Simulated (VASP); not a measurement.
## PbS (Galena): single point with PBE-based screened hybrid

Crystal: PbS (Galena).

```
Pb S
1.0
     0.00000    2.96575    2.96575
     2.96575    0.00000    2.96575
     2.96575    2.96575    0.00000
Pb S
1 1
Direct
  0.00000 0.00000 0.00000
  0.50000 0.50000 0.50000
```

| Quantity | Value |
| --- | --- |
| Program | VASP 6.6.1 |
| Task | single point |
| Functional | PBE-based screened hybrid |
| Potentials or basis | VASP PAW PBE potentials, release 64 (Pb_d, S) |
| Cutoff | 520 eV |
| k mesh | 4 × 4 × 4 |
| Occupations | fermi-dirac, width 0.05 eV |
| Spin | no spin polarisation |
| Dipole correction | no |
| Grid for exact exchange (PRECFOCK) | Normal |
| Share of exact exchange | 0.15 |
| Further INCAR settings | ALGO = Normal; EDIFF = 1e-07; NBANDS = 17 |
| Screening parameter | 0.2 1/Å |

The pressure is 1.5 GPa and the band gap on the k mesh is 0.63 eV, direct.

Levels at points of the mesh, in eV from the valence-band top:
| k point | band 8 | band 9 | band 10 | band 11 | band 12 | band 13 |
| --- | --- | --- | --- | --- | --- | --- |
| (0.00, 0.00, 0.00) | -2.40 | -2.40 | -2.40 | 5.72 | 5.72 | 5.72 |
| (0.50, 0.00, 0.00) | -2.00 | -2.00 | 0.00 | 0.63 | 2.27 | 2.27 |
| (0.50, 0.50, 0.00) | -5.61 | -3.74 | -3.74 | 4.16 | 6.12 | 6.23 |

Run time: 4.9 min on 1 thread of AMD EPYC 9R14 (Zen 4), with other jobs on the host, peak memory 0.25 GiB.

Caveat: the k points lie up to 0.46 Å⁻¹ apart; the PAW data sets were made with another functional, which shifts forces and pressure a little; spin-orbit coupling is left out, which moves the levels of the heavy elements. A k mesh can miss the band edges.
